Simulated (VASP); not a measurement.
# Na (R-3m) in VASP: single point with PBEsol

Aim: the single point of Na with PBEsol.

Program: VASP 6.6.1. These are calculated values, not measurements. Logs are shortened: lines on timing, memory, paths and dates and some standing lists are left out, and cuts for length are marked.

## Step 1: The cell of the first run

It takes space group R-3m (No. 166, trigonal). The conventional cell has a = 3.727 Å, b = 3.727 Å, c = 9.064 Å, α = 90.00°, β = 90.00°, γ = 120.00°. Na (site symmetry -3m) has 12 Na at 3.71 to 3.73 Å within 4.9 Å.

This isn't the form of Na at room conditions, which is bcc.

## Step 2: Single point, PBEsol

The input, INCAR:

```
ALGO = Fast
EDIFF = 1E-6
ENCUT = 520
GGA = PS
ISIF = 2
ISMEAR = 0
LASPH = T
LCHARG = T
LELF = T
LREAL = F
LVHAR = T
LWAVE = F
NBANDS = 18
NELM = 60
PREC = Accurate
SIGMA = 0.1
```

The input, KPOINTS:

```
k-points
0
Gamma
  12 12 6
```

The input, POSCAR:

```
Na
1.0
    3.7272025461      0.0000000000      0.0000000000
   -1.8636012731      3.2278520900      0.0000000000
    0.0000000000      0.0000000000      9.0644960795
Na
3
Direct
    0.0000000000      0.0000000000      0.0000000000
    0.3333333333      0.6666666667      0.3333333333
    0.6666666667      0.3333333333      0.6666666667
```

Potentials or basis: VASP PAW PBE potentials, release 64 (Na_pv).

Launch:

```sh
$ cat potpaw_PBE.64/Na_pv/POTCAR > POTCAR
$ mpirun -np 1 vasp_std > vasp.out
```

OUTCAR:

```text
EDIFF = 1E-6
   ENCUT = 520
   GGA = PS
   ISIF = 2
   ISMEAR = 0
   LASPH = T
   LREAL = F
   NELM = 60
   PREC = Accurate

 ion  position               nearest neighbor table
   1  0.000  0.000  0.000-
   2  0.333  0.667  0.333-
   3  0.667  0.333  0.667-

  LATTYP: Found a hexagonal cell.
 ALAT       =     3.7272025461
 C/A-ratio  =     2.4319837646

  Lattice vectors:

 A1 = (   3.7272025461,   0.0000000000,   0.0000000000)
 A2 = (  -1.8636012731,   3.2278520900,   0.0000000000)
 A3 = (   0.0000000000,   0.0000000000,   9.0644960795)

Analysis of symmetry for initial positions (statically):
=====================================================================
 Subroutine PRICEL returns following result:

  LATTYP: Found a trigonal (rhomboedric) cell.
 ALAT       =     3.7094654550
 COS(alpha) =     0.4952069922

  Lattice vectors:

 A1 = (   1.8636012727,   1.0759506969,  -3.0214986938)
 A2 = (   0.0000000002,  -2.1519013934,  -3.0214986929)
 A3 = (  -1.8636012729,   1.0759506966,  -3.0214986929)

   3 primitive cells build up your supercell.

 Routine SETGRP: Setting up the symmetry group for a
 hexagonal supercell.

 Subroutine GETGRP returns: Found 12 space group operations
 (whereof 12 operations were pure point group operations)
 out of a pool of 24 trial point group operations.

The static configuration has the point symmetry D_3d.

Analysis of symmetry for dynamics (positions and initial velocities):
=====================================================================
 Subroutine PRICEL returns following result:

  LATTYP: Found a trigonal (rhomboedric) cell.
 ALAT       =     3.7094654550
 COS(alpha) =     0.4952069922

  Lattice vectors:

 A1 = (   1.8636012727,   1.0759506969,  -3.0214986938)
 A2 = (   0.0000000002,  -2.1519013934,  -3.0214986929)
 A3 = (  -1.8636012729,   1.0759506966,  -3.0214986929)

   3 primitive cells build up your supercell.

 Routine SETGRP: Setting up the symmetry group for a
 hexagonal supercell.

 Subroutine GETGRP returns: Found 12 space group operations
 (whereof 12 operations were pure point group operations)
 out of a pool of 24 trial point group operations.

The dynamic configuration has the point symmetry D_3d.

 Subroutine INISYM returns: Found 12 space group operations
 (whereof 12 operations are pure point group operations),
 and found     3 'primitive' translations

----------------------------------------------------------------------------------------

                                     Primitive cell

  volume of cell :      36.3512

  direct lattice vectors                    reciprocal lattice vectors
     1.863601273  1.075950697 -3.021498694     0.268297735  0.154901769 -0.110320529
     0.000000000 -2.151901393 -3.021498693    -0.000000000 -0.309803539 -0.110320529
    -1.863601273  1.075950697 -3.021498693    -0.268297735  0.154901769 -0.110320529

  length of vectors
     3.709465455  3.709465454  3.709465454     0.328859927  0.328859927  0.328859927

  position of ions in fractional coordinates (direct lattice)
     0.000000000  0.000000000  0.000000000

  ion indices of the primitive-cell ions
   primitive index   ion index
                 1           1

----------------------------------------------------------------------------------------

 KPOINTS: k-points

Automatic generation of k-mesh.
 Grid dimensions read from file:
 generate k-points for:   12   12    6

 Generating k-lattice:

  Cartesian coordinates                     Fractional coordinates (reciprocal lattice)
     0.022358145  0.012908481  0.000000000     0.083333333  0.000000000  0.000000000
     0.000000000  0.025816962  0.000000000     0.000000000  0.083333333  0.000000000
     0.000000000  0.000000000  0.018386755     0.000000000  0.000000000  0.166666667

  Length of vectors
     0.025816962  0.025816962  0.018386755

  Shift w.r.t. Gamma in fractional coordinates (k-lattice)
     0.000000000  0.000000000  0.000000000

 Subroutine IBZKPT returns following result:
 ===========================================

 Found    100 irreducible k-points:

 Following reciprocal coordinates:
            Coordinates               Weight
  0.000000  0.000000  0.000000      1.000000
  0.083333  0.000000  0.000000      6.000000
  0.166667  0.000000  0.000000      6.000000
  0.250000  0.000000  0.000000      6.000000
  0.333333  0.000000  0.000000      6.000000
  0.416667  0.000000  0.000000      6.000000
[... 16 lines left out ...]
  0.166667  0.000000  0.166667      6.000000
  0.000000  0.166667  0.166667      6.000000
 [... further k-points ...]
   k-points           NKPTS =    100   k-points in BZ     NKDIM =    100   number of bands    NBANDS=     18
   number of dos      NEDOS =    301   number of ions     NIONS =      3
   total plane-waves  NPLWV =  54880
   dimension x,y,z NGX =    28 NGY =   28 NGZ =   70
   dimension x,y,z NGXF=    56 NGYF=   56 NGZF=  140
   ions per type =               3
   NGX,Y,Z   is equivalent  to a cutoff of  12.49, 12.49, 12.84 a.u.
   NGXF,Y,Z  is equivalent  to a cutoff of  24.98, 24.98, 25.68 a.u.
 SYSTEM =  unknown system
   PREC   = accura    normal or accurate (medium, high low for compatibility)
   ISTART =      0    job   : 0-new  1-cont  2-samecut
   ICHARG =      2    charge: 1-file 2-atom 10-const
   ISPIN  =      1    spin polarized calculation?
   LNONCOLLINEAR =      F non collinear calculations
   LSORBIT =      F    spin-orbit coupling
   LASPH  =      T    aspherical Exc in radial PAW
   ENCUT  =  520.0 eV  38.22 Ry    6.18 a.u.   6.93  6.93 16.85*2*pi/ulx,y,z
   NELM   =     60;   NELMIN=  2; NELMDL= -5     # of ELM steps
   EDIFF  = 0.1E-05   stopping-criterion for ELM
   LREAL  =      F    real-space projection
   EDIFFG = 0.1E-04   stopping-criterion for IOM
   NSW    =      0    number of steps for IOM
   IBRION =     -1    ionic relax: 0-MD 1-quasi-New 2-CG
   NFREE  =      0    steps in history (QN), initial steepest desc. (CG)
   ISIF   =      2    stress and relaxation
   ISYM   =      2    0-nonsym 1-usesym 2-fastsym
   POTIM  = 0.5000    time-step for ionic-motion
   TEBEG  =    0.0;   TEEND  =   0.0 temperature during run
   PSTRESS=    0.0 pullay stress
   NELECT =      21.0000    total number of electrons
   NUPDOWN=      -1.0000    fix difference up-down
   EMIN   =  10.00;   EMAX   =-10.00  energy-range for DOS
   EFERMI =   0.00;   METHOD = LEGACY
   ISMEAR =     0;   SIGMA  =   0.10  broadening in eV -4-tet -1-fermi 0-gaus
   EFERMI_NEDOS =   21; number of points for ismear=-14 and -15
   IALGO  =     68    algorithm
   IMIX   =      4    mixing-type and parameters
     AMIX     =   0.40;   BMIX     =  1.00
     AMIX_MAG =   1.60;   BMIX_MAG =  1.00
  volume/ion in A,a.u.               =      36.35       245.31
  Fermi-wavevector in a.u.,A,eV,Ry     =   0.945369  1.786488 12.159823  0.893722
  Thomas-Fermi vector in A             =   2.073263
   LORBIT       =      0    0 simple, 1 ext, 2 COOP (PROOUT), +10 PAW based schemes
   GGA     = PS    functional components
   LHFCALC =     F    Hartree Fock is set to
   AEXX    =    0.0000 exact exchange contribution
   IVDW    =     0    specifies the selected vdW correction
   LEPSILON=     F    determine dielectric tensor
   LRPA    =     F    only Hartree local field effects (RPA)
 non-spin polarized calculation
 RMM-DIIS sequential band-by-band and
 Gauss-broadening in eV      SIGMA  =   0.10
  energy-cutoff  :      520.00
  volume of cell :      109.05
 maximum number of plane-waves:      2954
   NGX = 13   NGY = 13   NGZ = 33

 number of electron      20.9999999 magnetization

 Free energy of the ion-electron system (eV)
  ---------------------------------------------------
  ext. energy  EPLUGINS =         0.00000000
  ---------------------------------------------------
  free energy    TOTEN  =        -4.20503267 eV

  energy without entropy =       -4.19766492  energy(sigma->0) =       -4.20134880

 E-fermi :   0.3382     XC(G=0):  -6.5527

 val. band max:        0.3131743944   @ k =   0.3333   0.1667   0.5000
 cond. band min:       0.3505907618   @ k =  -0.0833   0.5000   0.3333
 fundamental gap:      0.0374163674
 Fermi energy:         0.3381557470

 k-point     1 :       0.0000    0.0000    0.0000
  band No.  band energies     occupation
      1     -24.4334      2.00000
      2     -24.4333      2.00000
      3     -24.4080      2.00000
      4     -24.4080      2.00000
      5     -24.4080      2.00000
      6     -24.4080      2.00000
[... 10 lines left out ...]
     17      10.5236      0.00000
     18      10.5237      0.00000

 k-point     2 :       0.0833    0.0000    0.0000
  band No.  band energies     occupation
      1     -24.4331      2.00000
      2     -24.4330      2.00000
      3     -24.4103      2.00000
      4     -24.4092      2.00000
      5     -24.4087      2.00000
      6     -24.4076      2.00000
[... 10 lines left out ...]
     17       9.7840      0.00000
     18      10.1339      0.00000

 k-point     3 :       0.1667    0.0000    0.0000
  band No.  band energies     occupation
      1     -24.4327      2.00000
      2     -24.4321      2.00000
      3     -24.4150      2.00000
      4     -24.4118      2.00000
      5     -24.4118      2.00000
      6     -24.4112      2.00000
[... 10 lines left out ...]
     17       8.3355      0.00000
     18       8.8902      0.00000

 k-point     4 :       0.2500    0.0000    0.0000
  band No.  band energies     occupation
      1     -24.4334      2.00000
      2     -24.4317      2.00000
      3     -24.4198      2.00000
      4     -24.4198      2.00000
      5     -24.4154      2.00000
      6     -24.4136      2.00000
[... 375 lines left out ...]
      4     -24.4086      2.00000
      5     -24.4084      2.00000
      6     -24.4076      2.00000
[... 10 lines left out ...]
     17       9.6905      0.00000
     18      10.0181      0.00000

 k-point    23 :       0.1667    0.0000    0.1667
  band No.  band energies     occupation
      1     -24.4366      2.00000
      2     -24.4276      2.00000
      3     -24.4135      2.00000
      4     -24.4133      2.00000
      5     -24.4115      2.00000
      6     -24.4114      2.00000
[... 10 lines left out ...]
     17       8.8244      0.00000
     18       8.9319      0.00000

 k-point    24 :       0.0000    0.1667    0.1667
  band No.  band energies     occupation
      1     -24.4360      2.00000
      2     -24.4278      2.00000
      3     -24.4159      2.00000
      4     -24.4134      2.00000
      5     -24.4105      2.00000
      6     -24.4104      2.00000
[... 10 lines left out ...]
     17       8.6982      0.00000
     18       8.9339      0.00000

 [... further k-points ...]

------------------------ aborting loop because EDIFF is reached ----------------------------------------

  FORCE on cell =-STRESS in cart. coord.  units (eV):
  Direction    XX          YY          ZZ          XY          YZ          ZX
  --------------------------------------------------------------------------------------
  -------------------------------------------------------------------------------------
  Total       -0.0324122     -0.0324122     -0.0485542      0.0000000     -0.0000000     -0.0000000
  in kB       -0.4761882     -0.4761882     -0.7133402      0.0000000     -0.0000000     -0.0000000
  external PRESSURE =      -0.5552389 kB  Pullay stress =       0.0000000 kB

 VOLUME and BASIS-vectors are now :
 -----------------------------------------------------------------------------
  energy-cutoff  :      520.00
  volume of cell :      109.05
      direct lattice vectors                 reciprocal lattice vectors
     3.727202546  0.000000000  0.000000000     0.268297735  0.154901769  0.000000000
    -1.863601273  3.227852090  0.000000000     0.000000000  0.309803539  0.000000000
     0.000000000  0.000000000  9.064496079     0.000000000  0.000000000  0.110320529

 POSITION                                       TOTAL-FORCE (eV/Angst)
 -----------------------------------------------------------------------------------
      0.00000      0.00000      0.00000         0.000000      0.000000      0.000000
     -0.00000      2.15190      3.02150         0.000000     -0.000000     -0.000000
      1.86360      1.07595      6.04300        -0.000000      0.000000      0.000000
 -----------------------------------------------------------------------------------
    total drift:                               -0.000000      0.000000      0.000000

  FREE ENERGIE OF THE ION-ELECTRON SYSTEM (eV)
  ---------------------------------------------------
  free  energy   TOTEN  =        -4.2050326732 eV

  energy  without entropy=       -4.1976649213  energy(sigma->0) =       -4.20134880
```

Run time: 80 s. Hardware: 1 thread of Intel Xeon 6975P-C (Granite Rapids), shared host; peak memory 0.3 GiB.

Results:

```
Free energy            : -4.2050 eV
Pressure               : -0.1 GPa
Band gap on the k mesh : zero (an odd number of electrons rules out a gap without spin polarisation)
```

Levels at points of the mesh, in eV from the Fermi level:
| k point | band 9 | band 10 | band 11 | band 12 | band 13 | band 14 |
| --- | --- | --- | --- | --- | --- | --- |
| (0.00, 0.00, 0.00) | -24.74 | -3.30 | -1.44 | -1.44 | 3.89 | 3.89 |
| (0.50, 0.00, 0.00) | -24.75 | 0.30 | 0.30 | 1.80 | 2.12 | 2.12 |
| (0.00, 0.00, 0.50) | -24.74 | -2.83 | -2.83 | 0.60 | 1.06 | 7.65 |
| (0.50, 0.00, 0.50) | -24.75 | 0.56 | 0.74 | 0.74 | 1.00 | 3.93 |

Caveat: the PAW data sets were made with another functional, which shifts forces and pressure a little.
